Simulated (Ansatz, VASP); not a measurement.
## AsAu in VASP and in Ansatz

The input INCAR:

```
SYSTEM = AsAu
PREC     = Accurate       ! precision mode
ENCUT    = 520            ! plane-wave cutoff, eV
EDIFF    = 1E-6           ! SCF threshold, eV
ISMEAR   = 0              ! smearing method
SIGMA    = 0.05           ! smearing width, eV
LREAL    = .FALSE.        ! projectors in reciprocal space
LASPH    = .TRUE.         ! aspherical terms in the spheres
NELM     = 80             ! most SCF steps
ALGO     = Normal         ! electronic algorithm
ISIF     = 2              ! what is computed and relaxed
LWAVE    = .FALSE.        ! write WAVECAR
LCHARG   = .FALSE.        ! write CHGCAR
GGA      = PS             ! functional
NBANDS   = 15             ! bands
```

The input KPOINTS:

```
Automatic mesh
0
G
  10 10 10
  0 0 0
```

File POSCAR:

```
AsAu
1.0
    0.0000000000      2.9061886397      2.9061886397
    2.9061886397      0.0000000000      2.9061886397
    2.9061886397      2.9061886397      0.0000000000
Au As
1 1
Direct
    0.0000000000      0.0000000000      0.0000000000
    0.2500000000      0.2500000000      0.2500000000
```

Input for Ansatz:

```yaml
crystal:
  lattice:
    - [0.0, 2.9061886397, 2.9061886397]
    - [2.9061886397, 0.0, 2.9061886397]
    - [2.9061886397, 2.9061886397, 0.0]
  atoms:
    - { symbol: Au, position: [0.0, 0.0, 0.0] }
    - { symbol: As, position: [0.25, 0.25, 0.25] }
basis:
  ecutwfc: 420
  ecutrho_ratio: 4
kpoints:
  mp_grid: { grid: [10, 10, 10] }
hamiltonian:
  xc: pbesol
scf:
  occupations: { method: gaussian, width: 0.05 }
output:
  forces: true
  stress: true
  eigenvalues: true
```

Alike in both runs: task single point; functional PBEsol; k mesh 10 × 10 × 10; occupations gaussian, width 0.05 eV; no spin polarisation.

|  | VASP | Ansatz |
| --- | --- | --- |
| version | VASP 6.6.1 | Ansatz 0.2.0 |
| potentials or method | VASP PAW PBE potentials, release 64 (Au, As), cutoff 520 eV | scalar-relativistic, plane waves, PAW |
| valence electrons in the cell | 16 | 34 |

|  | VASP | Ansatz | Ansatz less VASP |
| --- | --- | --- | --- |
| gap on the k mesh at the Fermi level (eV) | none | none | - |
| pressure (GPa) | -3.0 | -3.0 | -0.02 |

VASP's potentials were made for PBE, not for PBEsol. A gap of «none» marks a metal or a gap that the smearing closes. VASP's potentials hold 16 valence electrons a cell and Ansatz's 34, so a difference there can come from the potentials and not from the codes.

Spin-orbit coupling is off throughout.
